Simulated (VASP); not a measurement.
# Ta2N (P3m1) in VASP: a series of runs

The runs below take Ta2N through single point, with PBEsol.

Everything below comes from runs of VASP 6.6.1. Logs are shortened: lines on timing, memory, paths and dates and some standing lists are left out, and cuts for length are marked.

**1. The cell of the first run**

It takes space group P3m1 (No. 156, trigonal). The conventional cell has a = 3.079 Å, b = 3.079 Å, c = 4.823 Å, α = 90.00°, β = 90.00°, γ = 120.00°. Within 2.8 Å of Ta (site symmetry 3m) lie 3 N at 2.09 Å. Within 3.1 Å of Ta (site symmetry 3m) lie 3 N at 2.23 Å and 12 Ta at 2.97 to 3.08 Å. Within 2.8 Å of N (site symmetry 3m) lie 6 Ta at 2.09 to 2.23 Å.

**2. Single point, PBEsol (atoms displaced along a vibrational mode)**

INCAR reads:

```
SYSTEM = Ta2N
PREC = Accurate ; ENCUT = 520
EDIFF = 1E-6 ; ISMEAR = 0
SIGMA = 0.15 ; LREAL = .FALSE.
LASPH = .TRUE. ; NELM = 100
ALGO = Normal ; ISIF = 2
LWAVE = .FALSE. ; LCHARG = .FALSE.
GGA = PS ; NBANDS = 20
```

KPOINTS reads:

```
regular mesh
0
G
  18 18 10
  0 0 0
```

POSCAR reads:

```
Ta2N
1.0
    3.0786153869      0.0000000000      0.0000000000
   -1.5393076935      2.6661591336      0.0000000000
    0.0000000000      0.0000000000      4.8232571780
Ta N
2 1
Direct
    0.6666666667      0.3333333333      0.7472183953
    0.3333333333      0.6666666667      0.2547074991
    0.0000000000      0.0000000000     -0.0248794529
```

Potentials or basis: VASP PAW PBE potentials, release 64 (Ta_pv, N).

Command:

```console
cat potpaw_PBE.64/Ta_pv/POTCAR potpaw_PBE.64/N/POTCAR > POTCAR
mpirun -np 1 vasp_std > vasp.out
```

OUTCAR:

```text
SYSTEM = Ta2N
   PREC = Accurate
   ENCUT = 520
   EDIFF = 1E-6
   ISMEAR = 0
   LREAL = .FALSE.
   LASPH = .TRUE.
   NELM = 100
   ISIF = 2
   GGA = PS

 ion  position               nearest neighbor table
   1  0.667  0.333  0.747-   3 2.09   3 2.09   3 2.09   2 2.97   2 2.97   2 2.97   2 3.03   2 3.03
                             2 3.03
   2  0.333  0.667  0.255-   3 2.23   3 2.23   3 2.23   1 2.97   1 2.97   1 2.97   1 3.03   1 3.03
                             1 3.03
   3  0.000  0.000  0.975-   1 2.09   1 2.09   1 2.09   2 2.23   2 2.23   2 2.23

  LATTYP: Found a hexagonal cell.
 ALAT       =     3.0786153869
 C/A-ratio  =     1.5666968984

  Lattice vectors:

 A1 = (   3.0786153869,   0.0000000000,   0.0000000000)
 A2 = (  -1.5393076935,   2.6661591336,   0.0000000000)
 A3 = (   0.0000000000,   0.0000000000,   4.8232571780)

Analysis of symmetry for initial positions (statically):
=====================================================================
 Subroutine PRICEL returns:
 Original cell was already a primitive cell.

 Routine SETGRP: Setting up the symmetry group for a
 hexagonal supercell.

 Subroutine GETGRP returns: Found  6 space group operations
 (whereof  6 operations were pure point group operations)
 out of a pool of 24 trial point group operations.

The static configuration has the point symmetry C_3v.

Analysis of symmetry for dynamics (positions and initial velocities):
=====================================================================
 Subroutine PRICEL returns:
 Original cell was already a primitive cell.

 Routine SETGRP: Setting up the symmetry group for a
 hexagonal supercell.

 Subroutine GETGRP returns: Found  6 space group operations
 (whereof  6 operations were pure point group operations)
 out of a pool of 24 trial point group operations.

The dynamic configuration has the point symmetry C_3v.

 Subroutine INISYM returns: Found  6 space group operations
 (whereof  6 operations are pure point group operations),
 and found     1 'primitive' translations

----------------------------------------------------------------------------------------

                                     Primitive cell

  volume of cell :      39.5897

  direct lattice vectors                    reciprocal lattice vectors
     3.078615387  0.000000000  0.000000000     0.324821348  0.187535693  0.000000000
    -1.539307694  2.666159134  0.000000000     0.000000000  0.375071385  0.000000000
     0.000000000  0.000000000  4.823257178     0.000000000  0.000000000  0.207328775

  length of vectors
     3.078615387  3.078615387  4.823257178     0.375071385  0.375071385  0.207328775

  position of ions in fractional coordinates (direct lattice)
     0.666666667  0.333333333  0.747218395
     0.333333333  0.666666667  0.254707499
     0.000000000  0.000000000  0.975120547

  ion indices of the primitive-cell ions
   primitive index   ion index
                 1           1
                 2           2
                 3           3

----------------------------------------------------------------------------------------

 KPOINTS: regular mesh

Automatic generation of k-mesh.
 Grid dimensions read from file:
 generate k-points for:   18   18   10

 Generating k-lattice:

  Cartesian coordinates                     Fractional coordinates (reciprocal lattice)
     0.018045630  0.010418650  0.000000000     0.055555556  0.000000000  0.000000000
     0.000000000  0.020837299  0.000000000     0.000000000  0.055555556  0.000000000
     0.000000000  0.000000000  0.020732877     0.000000000  0.000000000  0.100000000

  Length of vectors
     0.020837299  0.020837299  0.020732877

  Shift w.r.t. Gamma in fractional coordinates (k-lattice)
     0.000000000  0.000000000  0.000000000

 Subroutine IBZKPT returns following result:
 ===========================================

 Found    330 irreducible k-points:

 Following reciprocal coordinates:
            Coordinates               Weight
  0.000000  0.000000  0.000000      1.000000
  0.055556  0.000000  0.000000      6.000000
  0.111111  0.000000  0.000000      6.000000
  0.166667  0.000000  0.000000      6.000000
  0.222222  0.000000  0.000000      6.000000
  0.277778  0.000000  0.000000      6.000000
[... 16 lines left out ...]
  0.333333  0.111111  0.000000     12.000000
  0.388889  0.111111  0.000000     12.000000
 [... further k-points ...]
   k-points           NKPTS =    330   k-points in BZ     NKDIM =    330   number of bands    NBANDS=     20
   number of dos      NEDOS =    301   number of ions     NIONS =      3
   total plane-waves  NPLWV =  20736
   dimension x,y,z NGX =    24 NGY =   24 NGZ =   36
   dimension x,y,z NGXF=    48 NGYF=   48 NGZF=   72
   ions per type =               2   1
   NGX,Y,Z   is equivalent  to a cutoff of  12.96, 12.96, 12.41 a.u.
   NGXF,Y,Z  is equivalent  to a cutoff of  25.92, 25.92, 24.82 a.u.
 SYSTEM =  Ta2N
   PREC   = accura    normal or accurate (medium, high low for compatibility)
   ISTART =      0    job   : 0-new  1-cont  2-samecut
   ICHARG =      2    charge: 1-file 2-atom 10-const
   ISPIN  =      1    spin polarized calculation?
   LNONCOLLINEAR =      F non collinear calculations
   LSORBIT =      F    spin-orbit coupling
   LASPH  =      T    aspherical Exc in radial PAW
   ENCUT  =  520.0 eV  38.22 Ry    6.18 a.u.   5.72  5.72  8.97*2*pi/ulx,y,z
   NELM   =    100;   NELMIN=  2; NELMDL= -5     # of ELM steps
   EDIFF  = 0.1E-05   stopping-criterion for ELM
   LREAL  =      F    real-space projection
   EDIFFG = 0.1E-04   stopping-criterion for IOM
   NSW    =      0    number of steps for IOM
   IBRION =     -1    ionic relax: 0-MD 1-quasi-New 2-CG
   NFREE  =      0    steps in history (QN), initial steepest desc. (CG)
   ISIF   =      2    stress and relaxation
   ISYM   =      2    0-nonsym 1-usesym 2-fastsym
   POTIM  = 0.5000    time-step for ionic-motion
   TEBEG  =    0.0;   TEEND  =   0.0 temperature during run
   PSTRESS=    0.0 pullay stress
   NELECT =      27.0000    total number of electrons
   NUPDOWN=      -1.0000    fix difference up-down
   EMIN   =  10.00;   EMAX   =-10.00  energy-range for DOS
   EFERMI =   0.00;   METHOD = LEGACY
   ISMEAR =     0;   SIGMA  =   0.15  broadening in eV -4-tet -1-fermi 0-gaus
   EFERMI_NEDOS =   21; number of points for ismear=-14 and -15
   IALGO  =     38    algorithm
   IMIX   =      4    mixing-type and parameters
     AMIX     =   0.40;   BMIX     =  1.00
     AMIX_MAG =   1.60;   BMIX_MAG =  1.00
  volume/ion in A,a.u.               =      13.20        89.05
  Fermi-wavevector in a.u.,A,eV,Ry     =   1.441016  2.723125 28.252863  2.076527
  Thomas-Fermi vector in A             =   2.559695
   LORBIT       =      0    0 simple, 1 ext, 2 COOP (PROOUT), +10 PAW based schemes
   GGA     = PS    functional components
   LHFCALC =     F    Hartree Fock is set to
   AEXX    =    0.0000 exact exchange contribution
   IVDW    =     0    specifies the selected vdW correction
   LEPSILON=     F    determine dielectric tensor
   LRPA    =     F    only Hartree local field effects (RPA)
 non-spin polarized calculation
 Gauss-broadening in eV      SIGMA  =   0.15
  energy-cutoff  :      520.00
  volume of cell :       39.59
 maximum number of plane-waves:      1086
 NGX is ok and might be reduce to    24
   NGX = 11   NGY = 11   NGZ = 17

 number of electron      27.0000002 magnetization

 Free energy of the ion-electron system (eV)
  ---------------------------------------------------
  ext. energy  EPLUGINS =         0.00000000
  ---------------------------------------------------
  free energy    TOTEN  =       -36.37378631 eV

  energy without entropy =      -36.36038757  energy(sigma->0) =      -36.36708694

 E-fermi :   7.5666     XC(G=0): -13.1384

 val. band max:        7.5615349576   @ k =   0.0556   0.0556   0.1000
 cond. band min:       7.5669903723   @ k =   0.1667   0.0000   0.2000
 fundamental gap:      0.0054554147
 Fermi energy:         7.5666371584

 k-point     1 :       0.0000    0.0000    0.0000
  band No.  band energies     occupation
      1     -28.0359      2.00000
      2     -27.2271      2.00000
      3     -27.2271      2.00000
      4     -27.0846      2.00000
      5     -27.0846      2.00000
      6     -26.9614      2.00000
[... 12 lines left out ...]
     19       8.9090      0.00000
     20      12.7101      0.00000

 k-point     2 :       0.0556    0.0000    0.0000
  band No.  band energies     occupation
      1     -28.0257      2.00000
      2     -27.2486      2.00000
      3     -27.2348      2.00000
      4     -27.1057      2.00000
      5     -27.0862      2.00000
      6     -26.9652      2.00000
[... 12 lines left out ...]
     19       9.1508      0.00000
     20      12.7546      0.00000

 k-point     3 :       0.1111    0.0000    0.0000
  band No.  band energies     occupation
      1     -27.9956      2.00000
      2     -27.3107      2.00000
      3     -27.2563      2.00000
      4     -27.1653      2.00000
      5     -27.0914      2.00000
      6     -26.9770      2.00000
[... 12 lines left out ...]
     19       9.9215      0.00000
     20      12.7523      0.00000

 k-point     4 :       0.1667    0.0000    0.0000
  band No.  band energies     occupation
      1     -27.9477      2.00000
      2     -27.4062      2.00000
      3     -27.2877      2.00000
      4     -27.2531      2.00000
      5     -27.1007      2.00000
      6     -26.9973      2.00000
[... 12 lines left out ...]
     19      10.8176      0.00000
     20      12.6059      0.00000

 k-point     5 :       0.2222    0.0000    0.0000
  band No.  band energies     occupation
      1     -27.8857      2.00000
      2     -27.5228      2.00000
      3     -27.3561      2.00000
      4     -27.3245      2.00000
      5     -27.1137      2.00000
      6     -27.0265      2.00000
[... 12 lines left out ...]
     19      11.5701      0.00000
     20      12.5242      0.00000

 k-point     6 :       0.2778    0.0000    0.0000
  band No.  band energies     occupation
      1     -27.8173      2.00000
      2     -27.6425      2.00000
      3     -27.4610      2.00000
      4     -27.3621      2.00000
      5     -27.1288      2.00000
      6     -27.0643      2.00000
[... 12 lines left out ...]
     19      11.8194      0.00000
     20      12.9475      0.00000

 k-point     7 :       0.3333    0.0000    0.0000
  band No.  band energies     occupation
      1     -27.7957      2.00000
      2     -27.7022      2.00000
      3     -27.5558      2.00000
      4     -27.3963      2.00000
      5     -27.1439      2.00000
      6     -27.1092      2.00000
[... 12 lines left out ...]
     19      11.8443      0.00000
     20      13.3161      0.00000
[... 277 lines left out ...]
 k-point    20 :       0.1667    0.1111    0.0000
  band No.  band energies     occupation
      1     -27.8605      2.00000
      2     -27.5315      2.00000
      3     -27.4564      2.00000
      4     -27.2852      2.00000
      5     -27.1493      2.00000
      6     -27.0389      2.00000
[... 12 lines left out ...]
     19      11.7961      0.00000
     20      12.5702      0.00000

 k-point    21 :       0.2222    0.1111    0.0000
  band No.  band energies     occupation
      1     -27.7955      2.00000
      2     -27.6401      2.00000
      3     -27.5260      2.00000
      4     -27.3428      2.00000
      5     -27.1719      2.00000
      6     -27.0768      2.00000
[... 12 lines left out ...]
     19      12.0138      0.00000
     20      12.9710      0.00000

 k-point    22 :       0.2778    0.1111    0.0000
  band No.  band energies     occupation
      1     -27.7847      2.00000
      2     -27.6832      2.00000
      3     -27.5855      2.00000
      4     -27.3996      2.00000
      5     -27.1920      2.00000
      6     -27.1219      2.00000
[... 12 lines left out ...]
     19      12.1786      0.00000
     20      13.1436      0.00000

 k-point    23 :       0.3333    0.1111    0.0000
  band No.  band energies     occupation
      1     -27.8573      2.00000
      2     -27.6447      2.00000
      3     -27.6114      2.00000
      4     -27.4463      2.00000
      5     -27.2083      2.00000
      6     -27.1706      2.00000
[... 12 lines left out ...]
     19      12.3322      0.00000
     20      12.9088      0.00000

 k-point    24 :       0.3889    0.1111    0.0000
  band No.  band energies     occupation
      1     -27.9111      2.00000
      2     -27.6686      2.00000
      3     -27.5603      2.00000
      4     -27.4765      2.00000
      5     -27.2201      2.00000
      6     -27.2129      2.00000
[... 12 lines left out ...]
     19      12.4076      0.00000
     20      12.6886      0.00000

 [... further k-points ...]
[... 5 lines left out ...]
  --------------------------------------------------------------------------------------
  -------------------------------------------------------------------------------------
  Total        0.6624266      0.6624266      0.2217600     -0.0000000      0.0000000     -0.0000000
  in kB       26.8081241     26.8081241      8.9745344     -0.0000000      0.0000000     -0.0000000
  external PRESSURE =      20.8635942 kB  Pullay stress =       0.0000000 kB

 VOLUME and BASIS-vectors are now :
 -----------------------------------------------------------------------------
  energy-cutoff  :      520.00
  volume of cell :       39.59
      direct lattice vectors                 reciprocal lattice vectors
     3.078615387  0.000000000  0.000000000     0.324821348  0.187535693  0.000000000
    -1.539307694  2.666159134  0.000000000     0.000000000  0.375071385  0.000000000
     0.000000000  0.000000000  4.823257178     0.000000000  0.000000000  0.207328775

 POSITION                                       TOTAL-FORCE (eV/Angst)
 -----------------------------------------------------------------------------------
      1.53931      0.88872      3.60403        -0.000000      0.000000     -1.113221
     -0.00000      1.77744      1.22852         0.000000     -0.000000     -0.883048
      0.00000      0.00000      4.70326         0.000000     -0.000000      1.996269
 -----------------------------------------------------------------------------------
    total drift:                                0.000000      0.000000      0.000106

  FREE ENERGIE OF THE ION-ELECTRON SYSTEM (eV)
  ---------------------------------------------------
  free  energy   TOTEN  =       -36.3737863123 eV

  energy  without entropy=      -36.3603875677  energy(sigma->0) =      -36.36708694
```

Run time: 5 min. Hardware: 1 thread of Intel Xeon 8259CL, shared host; peak memory 0.34 GiB.

Results:

```yaml
Free_energy: -36.3738 eV
Pressure: 2.1 GPa
Largest_force: 1.996 eV/Å
Band_gap_on_the_k_mesh: zero (an odd number of electrons rules out a gap without spin polarisation)
```

Forces on the atoms (eV/Å):
```
Ta   0.000  0.000 -1.113
Ta   0.000  0.000 -0.883
N    0.000  0.000  1.996
```

Caveat: the cell differs from its parent crystal (atoms displaced along a vibrational mode); the PAW data sets were made with another functional, which shifts forces and pressure a little; spin-orbit coupling is left out, which moves the levels of the heavy elements.

[end of part 1 of 2]
